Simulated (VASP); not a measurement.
# AgCl in VASP: further runs

The runs below take AgCl through single point, with PBEsol.

Everything below comes from runs of VASP 6.6.1. Logs are shortened: lines on timing, memory, paths and dates and some standing lists are left out, and cuts for length are marked.

## Step 1: The cell of the first run

It takes space group Fm-3m (No. 225, cubic). The conventional cell has a = 5.583 Å, b = 5.583 Å, c = 5.583 Å, α = 90.00°, β = 90.00°, γ = 90.00°. Within 3.7 Å of Ag (site symmetry m-3m) lie 6 Cl at 2.79 Å. Within 3.7 Å of Cl (site symmetry m-3m) lie 6 Ag at 2.79 Å.

## Step 2: Single point, PBEsol (volume scaled by 1.02)

Input file INCAR:

```
PREC     = Accurate       # precision mode
ENCUT    = 520            # plane-wave cutoff, eV
EDIFF    = 1E-6           # SCF threshold, eV
ISMEAR   = -1             # smearing method
SIGMA    = 0.01           # smearing width, eV
LREAL    = False          # projectors in reciprocal space
LASPH    = True           # aspherical terms in the spheres
NELM     = 60             # most SCF steps
ALGO     = Normal         # electronic algorithm
ISIF     = 2              # what is computed and relaxed
LWAVE    = False          # write WAVECAR
LCHARG   = False          # write CHGCAR
GGA      = PS             # functional
NBANDS   = 16             # bands
```

Input file KPOINTS:

```
regular mesh
0
Gamma
  9 9 9
```

Input file POSCAR:

```
AgCl
1.0
    0.0000000000      2.7915157670      2.7915157670
    2.7915157670      0.0000000000      2.7915157670
    2.7915157670      2.7915157670      0.0000000000
Ag Cl
1 1
Direct
    0.5000000000      0.5000000000      0.5000000000
    0.0000000000      0.0000000000      0.0000000000
```

Potentials or basis: VASP PAW PBE potentials, release 64 (Ag, Cl).

The run is started by

```sh
cat potpaw_PBE.64/Ag/POTCAR potpaw_PBE.64/Cl/POTCAR > POTCAR
mpirun -np 1 vasp_std > vasp.out
```

OUTCAR:

```text
PREC = Accurate
   ENCUT = 520
   EDIFF = 1E-6
   ISMEAR = -1
   LREAL = False
   LASPH = True
   NELM = 60
   ISIF = 2
   GGA = PS

 ion  position               nearest neighbor table
   1  0.500  0.500  0.500-   2 2.79   2 2.79   2 2.79   2 2.79   2 2.79   2 2.79
   2  0.000  0.000  0.000-   1 2.79   1 2.79   1 2.79   1 2.79   1 2.79   1 2.79

  LATTYP: Found a face centered cubic cell.
 ALAT       =     5.5830315340

  Lattice vectors:

 A1 = (   0.0000000000,   2.7915157670,   2.7915157670)
 A2 = (   2.7915157670,   0.0000000000,   2.7915157670)
 A3 = (   2.7915157670,   2.7915157670,   0.0000000000)

Analysis of symmetry for initial positions (statically):
=====================================================================
 Subroutine PRICEL returns:
 Original cell was already a primitive cell.

 Routine SETGRP: Setting up the symmetry group for a
 face centered cubic supercell.

 Subroutine GETGRP returns: Found 48 space group operations
 (whereof 48 operations were pure point group operations)
 out of a pool of 48 trial point group operations.

The static configuration has the point symmetry O_h .

Analysis of symmetry for dynamics (positions and initial velocities):
=====================================================================
 Subroutine PRICEL returns:
 Original cell was already a primitive cell.

 Routine SETGRP: Setting up the symmetry group for a
 face centered cubic supercell.

 Subroutine GETGRP returns: Found 48 space group operations
 (whereof 48 operations were pure point group operations)
 out of a pool of 48 trial point group operations.

The dynamic configuration has the point symmetry O_h .

 Subroutine INISYM returns: Found 48 space group operations
 (whereof 48 operations are pure point group operations),
 and found     1 'primitive' translations

----------------------------------------------------------------------------------------

                                     Primitive cell

  volume of cell :      43.5061

  direct lattice vectors                    reciprocal lattice vectors
     0.000000000  2.791515767  2.791515767    -0.179114159  0.179114159  0.179114159
     2.791515767  0.000000000  2.791515767     0.179114159 -0.179114159  0.179114159
     2.791515767  2.791515767  0.000000000     0.179114159  0.179114159 -0.179114159

  length of vectors
     3.947799457  3.947799457  3.947799457     0.310234824  0.310234824  0.310234824

  position of ions in fractional coordinates (direct lattice)
     0.500000000  0.500000000  0.500000000
     0.000000000  0.000000000  0.000000000

[... 72 lines left out ...]
   LSORBIT =      F    spin-orbit coupling
   LASPH  =      T    aspherical Exc in radial PAW
   ENCUT  =  520.0 eV  38.22 Ry    6.18 a.u.   7.34  7.34  7.34*2*pi/ulx,y,z
   NELM   =     60;   NELMIN=  2; NELMDL= -5     # of ELM steps
   EDIFF  = 0.1E-05   stopping-criterion for ELM
   LREAL  =      F    real-space projection
   EDIFFG = 0.1E-04   stopping-criterion for IOM
   NSW    =      0    number of steps for IOM
   IBRION =     -1    ionic relax: 0-MD 1-quasi-New 2-CG
   NFREE  =      0    steps in history (QN), initial steepest desc. (CG)
   ISIF   =      2    stress and relaxation
   ISYM   =      2    0-nonsym 1-usesym 2-fastsym
   POTIM  = 0.5000    time-step for ionic-motion
   TEBEG  =    0.0;   TEEND  =   0.0 temperature during run
   PSTRESS=    0.0 pullay stress
   NELECT =      18.0000    total number of electrons
   NUPDOWN=      -1.0000    fix difference up-down
   EMIN   =  10.00;   EMAX   =-10.00  energy-range for DOS
   EFERMI =   0.00;   METHOD = LEGACY
   ISMEAR =    -1;   SIGMA  =   0.01  broadening in eV -4-tet -1-fermi 0-gaus
   EFERMI_NEDOS =   21; number of points for ismear=-14 and -15
   IALGO  =     38    algorithm
   IMIX   =      4    mixing-type and parameters
     AMIX     =   0.40;   BMIX     =  1.00
     AMIX_MAG =   1.60;   BMIX_MAG =  1.00
  volume/ion in A,a.u.               =      21.75       146.80
  Fermi-wavevector in a.u.,A,eV,Ry     =   1.219876  2.305231 20.246785  1.488097
  Thomas-Fermi vector in A             =   2.355113
   LORBIT       =      0    0 simple, 1 ext, 2 COOP (PROOUT), +10 PAW based schemes
   GGA     = PS    functional components
   LHFCALC =     F    Hartree Fock is set to
   AEXX    =    0.0000 exact exchange contribution
   IVDW    =     0    specifies the selected vdW correction
   LEPSILON=     F    determine dielectric tensor
   LRPA    =     F    only Hartree local field effects (RPA)
 non-spin polarized calculation
  energy-cutoff  :      520.00
  volume of cell :       43.51
 maximum number of plane-waves:      1211
 NGX is ok and might be reduce to    30
   NGX = 15   NGY = 15   NGZ = 15

 number of electron      18.0000000 magnetization

 Free energy of the ion-electron system (eV)
  ---------------------------------------------------
  ext. energy  EPLUGINS =         0.00000000
  ---------------------------------------------------
  free energy    TOTEN  =        -6.02500576 eV

  energy without entropy =       -6.02500576  energy(sigma->0) =       -6.02500576

 E-fermi :   3.7053     XC(G=0): -10.1124

 val. band max:        3.4198797292   @ k =   0.4444   0.0000   0.0000
 cond. band min:       4.2009938405   @ k =   0.0000   0.0000   0.0000
 fundamental gap:      0.7811141113
 Fermi energy:         3.7053049551

 k-point     1 :       0.0000    0.0000    0.0000
  band No.  band energies     occupation
      1     -11.5465      2.00000
      2       1.0691      2.00000
      3       1.0691      2.00000
      4       1.0691      2.00000
      5       1.1072      2.00000
      6       1.1072      2.00000
[... 433 lines left out ...]
      3       0.4721      2.00000
      4       0.4721      2.00000
      5       0.7572      2.00000
      6       1.2862      2.00000
[... 8 lines left out ...]
     15      18.8161      0.00000
     16      18.8162      0.00000

 [... further k-points ...]
[... 5 lines left out ...]
  --------------------------------------------------------------------------------------
  -------------------------------------------------------------------------------------
  Total       -0.9558395     -0.9558395     -0.9558395      0.0000000      0.0000000      0.0000000
  in kB      -35.2002146    -35.2002146    -35.2002146      0.0000000      0.0000000      0.0000000
  external PRESSURE =     -35.2002146 kB  Pullay stress =       0.0000000 kB

 VOLUME and BASIS-vectors are now :
 -----------------------------------------------------------------------------
  energy-cutoff  :      520.00
  volume of cell :       43.51
      direct lattice vectors                 reciprocal lattice vectors
     0.000000000  2.791515767  2.791515767    -0.179114159  0.179114159  0.179114159
     2.791515767  0.000000000  2.791515767     0.179114159 -0.179114159  0.179114159
     2.791515767  2.791515767  0.000000000     0.179114159  0.179114159 -0.179114159

 POSITION                                       TOTAL-FORCE (eV/Angst)
 -----------------------------------------------------------------------------------
      2.79152      2.79152      2.79152        -0.000000     -0.000000     -0.000000
      0.00000      0.00000      0.00000         0.000000      0.000000      0.000000
 -----------------------------------------------------------------------------------
    total drift:                                0.000000      0.000000      0.000000

  FREE ENERGIE OF THE ION-ELECTRON SYSTEM (eV)
  ---------------------------------------------------
  free  energy   TOTEN  =        -6.0250057586 eV

  energy  without entropy=       -6.0250057586  energy(sigma->0) =       -6.02500576
```

OSZICAR:

```text
N       E                     dE             d eps       ncg     rms          rms(c)
DAV:   1     0.902806706831E+02    0.90281E+02   -0.85799E+03  1120   0.101E+03
DAV:   2    -0.321129366957E+01   -0.93492E+02   -0.85507E+02  1416   0.214E+02
DAV:   3    -0.617738289993E+01   -0.29661E+01   -0.29585E+01  1408   0.391E+01
DAV:   4    -0.619195526090E+01   -0.14572E-01   -0.14571E-01  1392   0.314E+00
DAV:   5    -0.619211672768E+01   -0.16147E-03   -0.16146E-03  1424   0.327E-01    0.609E+00
DAV:   6    -0.602915013632E+01    0.16297E+00   -0.28448E-01  1424   0.702E+00    0.397E+00
DAV:   7    -0.602644256865E+01    0.27076E-02   -0.68957E-02  1344   0.173E+00    0.189E+00
DAV:   8    -0.602500473952E+01    0.14378E-02   -0.42705E-03  1296   0.659E-01    0.303E-01
DAV:   9    -0.602497069906E+01    0.34040E-04   -0.38019E-04  1424   0.271E-01    0.578E-02
DAV:  10    -0.602500415842E+01   -0.33459E-04   -0.64703E-05  1368   0.676E-02    0.120E-02
DAV:  11    -0.602500587324E+01   -0.17148E-05   -0.12836E-06  1360   0.867E-03    0.323E-03
DAV:  12    -0.602500575858E+01    0.11466E-06   -0.10721E-07   688   0.229E-03
   1 F= -.60250058E+01 E0= -.60250058E+01  d E =-.687566E-14
```

stdout:

```text
POSCAR found type information on POSCAR AgCl
 POSCAR found :  2 types and       2 ions
 scaLAPACK will be used
 -----------------------------------------------------------------------------
|                                                                             |
|                                                                             |
|     You enforced a specific xc type in the INCAR file but a different       |
|     I HOPE YOU KNOW WHAT YOU ARE DOING!                                     |
|                                                                             |
 -----------------------------------------------------------------------------

 LDA part: xc-table for (Slater+PW92), standard interpolation
 POSCAR, INCAR and KPOINTS ok, starting setup
 FFT: planning ... GRIDC
 FFT: planning ... GRID_SOFT
 FFT: planning ... GRID
 WAVECAR not read
 entering main loop
```

Run time: 20 s. Hardware: 1 thread of Intel Xeon Platinum 8259CL at 2.50GHz (Skylake/Cascade Lake), shared host; peak memory 0.18 GiB.

What came out:

- Free energy: -6.0250 eV
- Pressure: -3.5 GPa
- Band gap on the k mesh: 0.78 eV, indirect (least direct gap 2.94 eV)

Caveat: the PAW data sets were made with another functional, which shifts forces and pressure a little. A k mesh can miss the band edges.

## Step 3: Single point, PBEsol (volume scaled by 1.04)

Input file INCAR:

```
SYSTEM = AgCl
PREC = Accurate ; ENCUT = 520
EDIFF = 1E-6 ; ISMEAR = -1
SIGMA = 0.01 ; LREAL = .FALSE.
LASPH = .TRUE. ; NELM = 100
ALGO = Normal ; ISIF = 2
LWAVE = .FALSE. ; LCHARG = .TRUE.
GGA = PS ; LELF = .TRUE.
LVHAR = .TRUE. ; NBANDS = 16
```

Input file KPOINTS:

```
Automatic mesh
0
G
  9 9 9
  0 0 0
```

Input file POSCAR:

```
AgCl
1.0
    0.0000000000      2.8096430007      2.8096430007
    2.8096430007      0.0000000000      2.8096430007
    2.8096430007      2.8096430007      0.0000000000
Ag Cl
1 1
Direct
    0.5000000000      0.5000000000      0.5000000000
    0.0000000000      0.0000000000      0.0000000000
```

Potentials or basis: VASP PAW PBE potentials, release 64 (Ag, Cl).

The run is started by

```sh
cat potpaw_PBE.64/Ag/POTCAR potpaw_PBE.64/Cl/POTCAR > POTCAR
mpirun -np 1 vasp_std > vasp.out
```

Wall time 21 s (1 thread of Intel Xeon Platinum 8259CL at 2.50GHz (Skylake/Cascade Lake), shared host); peak memory 0.18 GiB.

It converged, with:

```yaml
Free_energy: -6.0048 eV
Pressure: -4.2 GPa
Band_gap_on_the_k_mesh: 0.79 eV, indirect (least direct gap 2.88 eV)
```

Levels at points of the mesh, in eV from the valence-band top:
| k point | band 6 | band 7 | band 8 | band 9 | band 10 | band 11 | band 12 | band 13 |
| --- | --- | --- | --- | --- | --- | --- | --- | --- |
| (0.00, 0.00, 0.00) | -2.24 | -2.13 | -2.13 | -2.13 | 0.79 | 10.80 | 10.80 | 10.80 |

Caveat: the PAW data sets were made with another functional, which shifts forces and pressure a little.

## Step 4: Single point, PBEsol (volume scaled by 1.06)

Input file INCAR:

```
PREC = Accurate
ENCUT = 520
EDIFF = 1E-7
ISMEAR = -1
SIGMA = 0.01
LREAL = False
LASPH = True
NELM = 60
ALGO = Normal
ISIF = 2
LWAVE = False
LCHARG = True
GGA = PS
LELF = True
LVHAR = True
NBANDS = 16
```

Input file KPOINTS:

```
Automatic mesh
0
Gamma
  9 9 9
```

Input file POSCAR:

```
AgCl
1.0
    0.0000000000      2.8275392985      2.8275392985
    2.8275392985      0.0000000000      2.8275392985
    2.8275392985      2.8275392985      0.0000000000
Ag Cl
1 1
Direct
    0.5000000000      0.5000000000      0.5000000000
    0.0000000000      0.0000000000      0.0000000000
```

Potentials or basis: VASP PAW PBE potentials, release 64 (Ag, Cl).

The run is started by

```sh
cat potpaw_PBE.64/Ag/POTCAR potpaw_PBE.64/Cl/POTCAR > POTCAR
mpirun -np 1 vasp_std > vasp.out
```

OUTCAR:

```text
PREC = Accurate
   ENCUT = 520
   EDIFF = 1E-7
   ISMEAR = -1
   LREAL = False
   LASPH = True
   NELM = 60
   ISIF = 2
   GGA = PS

 ion  position               nearest neighbor table
   1  0.500  0.500  0.500-   2 2.83   2 2.83   2 2.83   2 2.83   2 2.83   2 2.83
   2  0.000  0.000  0.000-   1 2.83   1 2.83   1 2.83   1 2.83   1 2.83   1 2.83

  LATTYP: Found a face centered cubic cell.
 ALAT       =     5.6550785970

  Lattice vectors:

 A1 = (   0.0000000000,   2.8275392985,   2.8275392985)
 A2 = (   2.8275392985,   0.0000000000,   2.8275392985)
 A3 = (   2.8275392985,   2.8275392985,   0.0000000000)

Analysis of symmetry for initial positions (statically):
=====================================================================
 Subroutine PRICEL returns:
 Original cell was already a primitive cell.

 Routine SETGRP: Setting up the symmetry group for a
 face centered cubic supercell.

 Subroutine GETGRP returns: Found 48 space group operations
 (whereof 48 operations were pure point group operations)
 out of a pool of 48 trial point group operations.

The static configuration has the point symmetry O_h .

Analysis of symmetry for dynamics (positions and initial velocities):
[... 154 lines left out ...]
  ---------------------------------------------------
  free energy    TOTEN  =        -5.98121748 eV

  energy without entropy =       -5.98121748  energy(sigma->0) =       -5.98121748

 E-fermi :   3.1816     XC(G=0):  -9.9131

 val. band max:        2.9563188655   @ k =   0.4444   0.0000   0.0000
 cond. band min:       3.7512701607   @ k =   0.0000   0.0000   0.0000
 fundamental gap:      0.7949512952
 Fermi energy:         3.1816465935

 k-point     1 :       0.0000    0.0000    0.0000
  band No.  band energies     occupation
      1     -11.7670      2.00000
      2       0.7463      2.00000
      3       0.7463      2.00000
      4       0.7463      2.00000
      5       0.7822      2.00000
      6       0.7822      2.00000
[... 433 lines left out ...]
      3       0.2044      2.00000
      4       0.2044      2.00000
      5       0.4652      2.00000
      6       0.9454      2.00000
[... 8 lines left out ...]
     15      18.3071      0.00000
     16      18.3086      0.00000

 [... further k-points ...]
[... 5 lines left out ...]
  --------------------------------------------------------------------------------------
  -------------------------------------------------------------------------------------
  Total       -1.3526827     -1.3526827     -1.3526827     -0.0000000     -0.0000000      0.0000000
  in kB      -47.9347632    -47.9347632    -47.9347632     -0.0000000     -0.0000000      0.0000000
  external PRESSURE =     -47.9347632 kB  Pullay stress =       0.0000000 kB

 VOLUME and BASIS-vectors are now :
 -----------------------------------------------------------------------------
  energy-cutoff  :      520.00
  volume of cell :       45.21
      direct lattice vectors                 reciprocal lattice vectors
     0.000000000  2.827539299  2.827539299    -0.176832202  0.176832202  0.176832202
     2.827539299  0.000000000  2.827539299     0.176832202 -0.176832202  0.176832202
     2.827539299  2.827539299  0.000000000     0.176832202  0.176832202 -0.176832202

 POSITION                                       TOTAL-FORCE (eV/Angst)
 -----------------------------------------------------------------------------------
      2.82754      2.82754      2.82754         0.000000      0.000000      0.000000
      0.00000      0.00000      0.00000        -0.000000     -0.000000     -0.000000
 -----------------------------------------------------------------------------------
    total drift:                                0.000000      0.000000      0.000000

  FREE ENERGIE OF THE ION-ELECTRON SYSTEM (eV)
  ---------------------------------------------------
  free  energy   TOTEN  =        -5.9812174845 eV

  energy  without entropy=       -5.9812174845  energy(sigma->0) =       -5.98121748
```

OSZICAR:

```text
N       E                     dE             d eps       ncg     rms          rms(c)
DAV:   1     0.882156453297E+02    0.88216E+02   -0.85298E+03  1120   0.101E+03
DAV:   2    -0.301154690857E+01   -0.91227E+02   -0.82793E+02  1408   0.207E+02
DAV:   3    -0.613884565201E+01   -0.31273E+01   -0.31182E+01  1424   0.393E+01
DAV:   4    -0.615495778240E+01   -0.16112E-01   -0.16111E-01  1408   0.325E+00
DAV:   5    -0.615513206602E+01   -0.17428E-03   -0.17428E-03  1400   0.335E-01    0.547E+00
DAV:   6    -0.598544689802E+01    0.16969E+00   -0.29053E-01  1464   0.700E+00    0.357E+00
DAV:   7    -0.598272676154E+01    0.27201E-02   -0.71176E-02  1288   0.175E+00    0.180E+00
DAV:   8    -0.598121629024E+01    0.15105E-02   -0.47457E-03  1352   0.683E-01    0.285E-01
DAV:   9    -0.598117562204E+01    0.40668E-04   -0.38508E-04  1384   0.283E-01    0.654E-02
DAV:  10    -0.598121681498E+01   -0.41193E-04   -0.90633E-05  1352   0.772E-02    0.165E-02
DAV:  11    -0.598121764492E+01   -0.82994E-06   -0.99875E-07  1488   0.886E-03    0.496E-03
DAV:  12    -0.598121746256E+01    0.18236E-06   -0.34211E-07  1416   0.366E-03    0.335E-03
DAV:  13    -0.598121748451E+01   -0.21951E-07   -0.59551E-08  1144   0.206E-03
   1 F= -.59812175E+01 E0= -.59812175E+01  d E =-.233399E-11
```

It took 22 s on 1 thread of Intel Xeon Platinum 8259CL at 2.50GHz (Skylake/Cascade Lake), shared host; peak memory 0.18 GiB.

Results:

| Item | Value |
| --- | --- |
| Free energy | -5.9812 eV |
| Pressure | -4.8 GPa |
| Band gap on the k mesh | 0.80 eV, indirect (least direct gap 2.83 eV) |

Caveat: the PAW data sets were made with another functional, which shifts forces and pressure a little.

[end of part 1 of 2]
